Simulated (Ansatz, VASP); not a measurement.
# One calculation of ZrO5, two programs

```xyz
6
Lattice="3.8292 0.0000 0.0000 -1.9146 3.3162 0.0000 0.0000 0.0000 4.9491" Properties=species:S:1:pos:R:3 pbc="T T T"
Zr    0.0000    0.0000    2.4746
O     2.9177    0.0000    0.0000
O     0.4558    0.7894    0.0000
O    -1.4588    2.5268    0.0000
O     1.9146    1.1054    2.4746
O     0.0000    2.2108    2.4746
```

Change from the starting cell: species swapped into the MgSn5 type (P-62m, No. 189).

Alike in both runs: functional PBE; k mesh 6 × 6 × 4; occupations gaussian, width 0.1 eV; no spin polarisation.

Ansatz relaxed the structure, and its values are those at the end. VASP's run is a single point on that final structure, the one shown.

|  | VASP | Ansatz |
| --- | --- | --- |
| version | VASP 6.6.1 | Ansatz 0.2.0 |
| potentials or method | VASP PAW PBE potentials, release 64 (Zr_sv, O), cutoff 520 eV | scalar-relativistic, plane waves, PAW |
| valence electrons in the cell | 42 | 42 |

|  | VASP | Ansatz | Ansatz less VASP |
| --- | --- | --- | --- |
| gap on the k mesh at the Fermi level (eV) | none | none | - |
| pressure (GPa) | 0.5 | 0.0 | -0.47 |
| rms of the force components (eV/Å) | 0.103 | 0.003 | -0.1002 |

A gap of «none» marks a metal or a gap that the smearing closes.
